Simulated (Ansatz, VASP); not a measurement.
## AlFe: VASP beside Ansatz

```
CELL_PARAMETERS angstrom
0.00000 2.91000 2.91000
2.91000 0.00000 0.00000
0.00000 2.91000 -2.91000
ATOMIC_POSITIONS crystal
Al 0.00000 0.00000 0.00000
Al 0.50000 0.00000 0.50000
Fe 0.50000 0.50000 0.00000
Fe 0.00000 0.50000 0.50000
```

Alike in both runs: task single point; functional PBE; k mesh 7 × 10 × 7; occupations fermi-dirac, width 0.05 eV; collinear spin.

```csv
,VASP,Ansatz
version,VASP 6.6.1,Ansatz 0.2.0
potentials or method,"VASP PAW PBE potentials, release 64 (Al, Fe)","PAW with Ansatz's default frozen-core files, scalar-relativistic"
plane-wave cutoff (eV),520,420
valence electrons in the cell,22,38
```

|  | VASP | Ansatz | Ansatz less VASP |
| --- | --- | --- | --- |
| pressure (GPa) | -4.3 | -4.3 | 0.00 |
| traceless stress, the component that is largest in VASP (GPa) | -4.32 | -4.40 | -0.079 |
| net moment per atom (μB) | 0.00 | 0.00 | 0.000 |
| size of the moment on the site where the two differ most (μB) | 1.07 | 1.06 | -0.009 |

Site moments also hang on the region over which each program counts them. VASP's potentials hold 22 valence electrons a cell and Ansatz's 38, so a difference there can come from the potentials and not from the codes.
